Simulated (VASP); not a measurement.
# In (Pm-3m) in VASP: further runs

Runs on In. Level: PBEsol. Tasks: single point.

Program: VASP 6.6.1. These are calculated values, not measurements. Logs are shortened: lines on timing, memory, paths and dates and some standing lists are left out, and cuts for length are marked.

## (1) The cell of the first run

Symmetry: Pm-3m, No. 221, cubic system. The conventional cell has a = 3.014 Å, b = 3.014 Å, c = 3.014 Å, α = 90.00°, β = 90.00°, γ = 90.00°. In (site symmetry m-3m) has 6 In at 3.01 Å within 4.0 Å.

## (2) Single point, PBEsol

The input, INCAR:

```
PREC = Accurate
ENCUT = 520
EDIFF = 1E-6
ISMEAR = -1
SIGMA = 0.1
LREAL = False
LASPH = True
NELM = 80
ALGO = Normal
ISIF = 2
LWAVE = False
LCHARG = True
GGA = PS
LELF = True
LVHAR = True
NBANDS = 12
```

The input, KPOINTS:

```
regular mesh
0
Gamma
  12 12 12
```

The input, POSCAR:

```
In
1.0
    3.0142427195      0.0000000000      0.0000000000
    0.0000000000      3.0142427195      0.0000000000
    0.0000000000      0.0000000000      3.0142427195
In
1
Direct
    0.0000000000      0.0000000000      0.0000000000
```

Potentials or basis: VASP PAW PBE potentials, release 64 (In_d).

On the command line:

```bash
cat potpaw_PBE.64/In_d/POTCAR > POTCAR
mpirun -np 1 vasp_std > vasp.out
```

OUTCAR:

```text
PREC = Accurate
   ENCUT = 520
   EDIFF = 1E-6
   ISMEAR = -1
   LREAL = False
   LASPH = True
   NELM = 80
   ISIF = 2
   GGA = PS

 ion  position               nearest neighbor table
   1  0.000  0.000  0.000-

  LATTYP: Found a simple cubic cell.
 ALAT       =     3.0142427195

  Lattice vectors:

 A1 = (   3.0142427195,   0.0000000000,   0.0000000000)
 A2 = (   0.0000000000,   3.0142427195,   0.0000000000)
 A3 = (   0.0000000000,   0.0000000000,   3.0142427195)

Analysis of symmetry for initial positions (statically):
=====================================================================
 Subroutine PRICEL returns:
 Original cell was already a primitive cell.

 Routine SETGRP: Setting up the symmetry group for a
 simple cubic supercell.

 Subroutine GETGRP returns: Found 48 space group operations
 (whereof 48 operations were pure point group operations)
 out of a pool of 48 trial point group operations.

The static configuration has the point symmetry O_h .

Analysis of symmetry for dynamics (positions and initial velocities):
=====================================================================
 Subroutine PRICEL returns:
 Original cell was already a primitive cell.

 Routine SETGRP: Setting up the symmetry group for a
 simple cubic supercell.

 Subroutine GETGRP returns: Found 48 space group operations
 (whereof 48 operations were pure point group operations)
 out of a pool of 48 trial point group operations.

The dynamic configuration has the point symmetry O_h .

 Subroutine INISYM returns: Found 48 space group operations
 (whereof 48 operations are pure point group operations),
 and found     1 'primitive' translations

----------------------------------------------------------------------------------------

                                     Primitive cell

  volume of cell :      27.3864

  direct lattice vectors                    reciprocal lattice vectors
     3.014242719  0.000000000  0.000000000     0.331758287  0.000000000  0.000000000
     0.000000000  3.014242719  0.000000000     0.000000000  0.331758287  0.000000000
     0.000000000  0.000000000  3.014242719     0.000000000  0.000000000  0.331758287

  length of vectors
     3.014242719  3.014242719  3.014242719     0.331758287  0.331758287  0.331758287

  position of ions in fractional coordinates (direct lattice)
     0.000000000  0.000000000  0.000000000

  ion indices of the primitive-cell ions
   primitive index   ion index
                 1           1

----------------------------------------------------------------------------------------

 KPOINTS: regular mesh

Automatic generation of k-mesh.
 Grid dimensions read from file:
 generate k-points for:   12   12   12

 Generating k-lattice:

  Cartesian coordinates                     Fractional coordinates (reciprocal lattice)
     0.027646524  0.000000000  0.000000000     0.083333333  0.000000000  0.000000000
     0.000000000  0.027646524  0.000000000     0.000000000  0.083333333  0.000000000
     0.000000000  0.000000000  0.027646524     0.000000000  0.000000000  0.083333333

  Length of vectors
     0.027646524  0.027646524  0.027646524

  Shift w.r.t. Gamma in fractional coordinates (k-lattice)
     0.000000000  0.000000000  0.000000000

 Subroutine IBZKPT returns following result:
 ===========================================

 Found     84 irreducible k-points:

 Following reciprocal coordinates:
            Coordinates               Weight
  0.000000  0.000000  0.000000      1.000000
  0.083333  0.000000  0.000000      6.000000
  0.166667  0.000000  0.000000      6.000000
  0.250000  0.000000  0.000000      6.000000
  0.333333  0.000000  0.000000      6.000000
  0.416667  0.000000  0.000000      6.000000
[... 16 lines left out ...]
  0.333333  0.333333  0.000000     12.000000
  0.416667  0.333333  0.000000     24.000000
 [... further k-points ...]
   k-points           NKPTS =     84   k-points in BZ     NKDIM =     84   number of bands    NBANDS=     12
   number of dos      NEDOS =    301   number of ions     NIONS =      1
   total plane-waves  NPLWV =  13824
   dimension x,y,z NGX =    24 NGY =   24 NGZ =   24
   dimension x,y,z NGXF=    48 NGYF=   48 NGZF=   48
   ions per type =               1
   NGX,Y,Z   is equivalent  to a cutoff of  13.24, 13.24, 13.24 a.u.
   NGXF,Y,Z  is equivalent  to a cutoff of  26.47, 26.47, 26.47 a.u.
 SYSTEM =  unknown system
   PREC   = accura    normal or accurate (medium, high low for compatibility)
   ISTART =      0    job   : 0-new  1-cont  2-samecut
   ICHARG =      2    charge: 1-file 2-atom 10-const
   ISPIN  =      1    spin polarized calculation?
   LNONCOLLINEAR =      F non collinear calculations
   LSORBIT =      F    spin-orbit coupling
   LASPH  =      T    aspherical Exc in radial PAW
   ENCUT  =  520.0 eV  38.22 Ry    6.18 a.u.   5.60  5.60  5.60*2*pi/ulx,y,z
   NELM   =     80;   NELMIN=  2; NELMDL= -5     # of ELM steps
   EDIFF  = 0.1E-05   stopping-criterion for ELM
   LREAL  =      F    real-space projection
   EDIFFG = 0.1E-04   stopping-criterion for IOM
   NSW    =      0    number of steps for IOM
   IBRION =     -1    ionic relax: 0-MD 1-quasi-New 2-CG
   NFREE  =      0    steps in history (QN), initial steepest desc. (CG)
   ISIF   =      2    stress and relaxation
   ISYM   =      2    0-nonsym 1-usesym 2-fastsym
   POTIM  = 0.5000    time-step for ionic-motion
   TEBEG  =    0.0;   TEEND  =   0.0 temperature during run
   PSTRESS=    0.0 pullay stress
   NELECT =      13.0000    total number of electrons
   NUPDOWN=      -1.0000    fix difference up-down
   EMIN   =  10.00;   EMAX   =-10.00  energy-range for DOS
   EFERMI =   0.00;   METHOD = LEGACY
   ISMEAR =    -1;   SIGMA  =   0.10  broadening in eV -4-tet -1-fermi 0-gaus
   EFERMI_NEDOS =   21; number of points for ismear=-14 and -15
   IALGO  =     38    algorithm
   IMIX   =      4    mixing-type and parameters
     AMIX     =   0.40;   BMIX     =  1.00
     AMIX_MAG =   1.60;   BMIX_MAG =  1.00
  volume/ion in A,a.u.               =      27.39       184.81
  Fermi-wavevector in a.u.,A,eV,Ry     =   1.277059  2.413292 22.189475  1.630880
  Thomas-Fermi vector in A             =   2.409680
   LORBIT       =      0    0 simple, 1 ext, 2 COOP (PROOUT), +10 PAW based schemes
   GGA     = PS    functional components
   LHFCALC =     F    Hartree Fock is set to
   AEXX    =    0.0000 exact exchange contribution
   IVDW    =     0    specifies the selected vdW correction
   LEPSILON=     F    determine dielectric tensor
   LRPA    =     F    only Hartree local field effects (RPA)
 non-spin polarized calculation
  energy-cutoff  :      520.00
  volume of cell :       27.39
 maximum number of plane-waves:       756
 NGX is ok and might be reduce to    24
   NGX = 11   NGY = 11   NGZ = 11

 number of electron      13.0000014 magnetization

 Free energy of the ion-electron system (eV)
  ---------------------------------------------------
  ext. energy  EPLUGINS =         0.00000000
  ---------------------------------------------------
  free energy    TOTEN  =        -2.89171481 eV

  energy without entropy =       -2.87658286  energy(sigma->0) =       -2.88414883

 E-fermi :   6.6438     XC(G=0): -10.1176

 val. band max:        6.5525003721   @ k =   0.3333   0.1667   0.0833
 cond. band min:       6.7486634882   @ k =   0.5000   0.4167   0.2500
 fundamental gap:      0.1961631162
 Fermi energy:         6.6437771823

 k-point     1 :       0.0000    0.0000    0.0000
  band No.  band energies     occupation
      1      -8.2908      2.00000
      2      -8.2908      2.00000
      3      -7.4970      2.00000
      4      -7.4970      2.00000
      5      -7.4970      2.00000
      6      -2.6168      2.00000
      7      14.1252      0.00000
      8      14.1252      0.00000
      9      14.1252      0.00000
     10      17.4061      0.00000
     11      17.4061      0.00000
     12      18.5780      0.00000

 k-point     2 :       0.0833    0.0000    0.0000
  band No.  band energies     occupation
      1      -8.2873      2.00000
      2      -8.2537      2.00000
      3      -7.5120      2.00000
      4      -7.5120      2.00000
      5      -7.4957      2.00000
      6      -2.4957      2.00000
      7      12.6581      0.00000
      8      14.2667      0.00000
      9      14.2667      0.00000
     10      17.4740      0.00000
     11      18.0559      0.00000
     12      19.6192      0.00000

 k-point     3 :       0.1667    0.0000    0.0000
  band No.  band energies     occupation
      1      -8.2777      2.00000
      2      -8.1533      2.00000
      3      -7.5527      2.00000
      4      -7.5527      2.00000
      5      -7.4923      2.00000
      6      -2.1287      2.00000
      7      10.3389      0.00000
      8      14.6801      0.00000
      9      14.6801      0.00000
     10      17.6790      0.00000
     11      18.3566      0.00000
     12      22.2987      0.00000
[... 286 lines left out ...]
 k-point    23 :       0.3333    0.3333    0.0000
  band No.  band energies     occupation
      1      -8.0571      2.00000
      2      -7.9034      2.00000
      3      -7.6445      2.00000
      4      -7.6390      2.00000
      5      -7.5628      2.00000
      6       1.2704      2.00000
      7       7.2499      0.00465
      8       8.4392      0.00000
      9      14.4832      0.00000
     10      18.2879      0.00000
     11      20.0907      0.00000
     12      23.2247      0.00000

 k-point    24 :       0.4167    0.3333    0.0000
  band No.  band energies     occupation
      1      -8.0341      2.00000
      2      -7.9596      2.00000
      3      -7.6797      2.00000
      4      -7.6367      2.00000
      5      -7.4590      2.00000
      6       2.2969      2.00000
      7       5.8970      1.99886
      8       8.8213      0.00000
      9      13.0330      0.00000
     10      19.1894      0.00000
     11      20.7296      0.00000
     12      22.5879      0.00000

 [... further k-points ...]
[... 5 lines left out ...]
  --------------------------------------------------------------------------------------
  -------------------------------------------------------------------------------------
  Total       -0.0262093     -0.0262093     -0.0262093     -0.0000000     -0.0000000     -0.0000000
  in kB       -1.5333157     -1.5333157     -1.5333157     -0.0000000     -0.0000000     -0.0000000
  external PRESSURE =      -1.5333157 kB  Pullay stress =       0.0000000 kB

 VOLUME and BASIS-vectors are now :
 -----------------------------------------------------------------------------
  energy-cutoff  :      520.00
  volume of cell :       27.39
      direct lattice vectors                 reciprocal lattice vectors
     3.014242719  0.000000000  0.000000000     0.331758287  0.000000000  0.000000000
     0.000000000  3.014242719  0.000000000     0.000000000  0.331758287  0.000000000
     0.000000000  0.000000000  3.014242719     0.000000000  0.000000000  0.331758287

 POSITION                                       TOTAL-FORCE (eV/Angst)
 -----------------------------------------------------------------------------------
      0.00000      0.00000      0.00000         0.000000      0.000000      0.000000
 -----------------------------------------------------------------------------------
    total drift:                                0.000000     -0.000000      0.000000

  FREE ENERGIE OF THE ION-ELECTRON SYSTEM (eV)
  ---------------------------------------------------
  free  energy   TOTEN  =        -2.8917148090 eV

  energy  without entropy=       -2.8765828585  energy(sigma->0) =       -2.88414883
```

Wall time 13 s (1 thread of Intel Xeon Platinum 8259CL at 2.50GHz (Skylake/Cascade Lake), shared host); peak memory 0.15 GiB.

What came out:

| Property | Result |
| --- | --- |
| Free energy | -2.8917 eV |
| Pressure | -0.2 GPa |

Levels at points of the mesh, in eV from the Fermi level:
| k point | band 2 | band 3 | band 4 | band 5 | band 6 | band 7 | band 8 | band 9 | band 10 | band 11 |
| --- | --- | --- | --- | --- | --- | --- | --- | --- | --- | --- |
| (0.00, 0.00, 0.00) | -14.93 | -14.14 | -14.14 | -14.14 | -9.26 | 7.48 | 7.48 | 7.48 | 10.76 | 10.76 |
| (0.50, 0.00, 0.00) | -14.40 | -14.36 | -14.36 | -14.12 | -5.44 | -3.53 | 10.69 | 10.69 | 12.84 | 12.98 |
| (0.50, 0.50, 0.00) | -14.63 | -14.33 | -14.33 | -13.92 | -1.48 | -0.66 | -0.66 | 3.92 | 14.46 | 15.54 |
| (0.50, 0.50, 0.50) | -14.64 | -14.64 | -13.90 | -13.90 | 2.17 | 2.17 | 2.17 | 3.21 | 7.33 | 7.33 |

Caveat: the PAW data sets were made with another functional, which shifts forces and pressure a little; spin-orbit coupling is left out, which moves the levels of the heavy elements.

## (3) Single point, PBEsol (volume scaled by 1.04)

The input, INCAR:

```
PREC     = Accurate       # precision mode
ENCUT    = 520            # plane-wave cutoff, eV
EDIFF    = 1E-6           # SCF threshold, eV
ISMEAR   = -1             # smearing method
SIGMA    = 0.1            # smearing width, eV
LREAL    = F              # projectors in reciprocal space
LASPH    = T              # aspherical terms in the spheres
NELM     = 60             # most SCF steps
ALGO     = Normal         # electronic algorithm
ISIF     = 2              # what is computed and relaxed
LWAVE    = F              # write WAVECAR
LCHARG   = F              # write CHGCAR
GGA      = PS             # functional
NBANDS   = 12             # bands
```

KPOINTS is that of step 2.

The input, POSCAR:

```
In
1.0
    3.0539083567      0.0000000000      0.0000000000
    0.0000000000      3.0539083567      0.0000000000
    0.0000000000      0.0000000000      3.0539083567
In
1
Direct
    0.0000000000      0.0000000000      0.0000000000
```

Potentials or basis: VASP PAW PBE potentials, release 64 (In_d).

On the command line:

```bash
cat potpaw_PBE.64/In_d/POTCAR > POTCAR
mpirun -np 1 vasp_std > vasp.out
```

Run time: 11 s. Hardware: 1 thread of Intel Xeon Platinum 8259CL at 2.50GHz (Skylake/Cascade Lake), shared host; peak memory 0.15 GiB.

The run converged. Its results:

```yaml
Free_energy: -2.8862 eV
Pressure: -1.5 GPa
```

Levels at points of the mesh, in eV from the Fermi level:
| k point | band 4 | band 5 | band 6 | band 7 | band 8 | band 9 |
| --- | --- | --- | --- | --- | --- | --- |
| (0.00, 0.00, 0.00) | -14.15 | -14.15 | -9.03 | 7.28 | 7.28 | 7.28 |
| (0.50, 0.00, 0.00) | -14.35 | -14.13 | -5.40 | -3.37 | 10.33 | 10.33 |
| (0.50, 0.50, 0.00) | -14.32 | -13.94 | -1.63 | -0.61 | -0.61 | 3.89 |
| (0.50, 0.50, 0.50) | -13.93 | -13.93 | 2.10 | 2.10 | 2.10 | 2.79 |

Caveat: the PAW data sets were made with another functional, which shifts forces and pressure a little; spin-orbit coupling is left out, which moves the levels of the heavy elements.
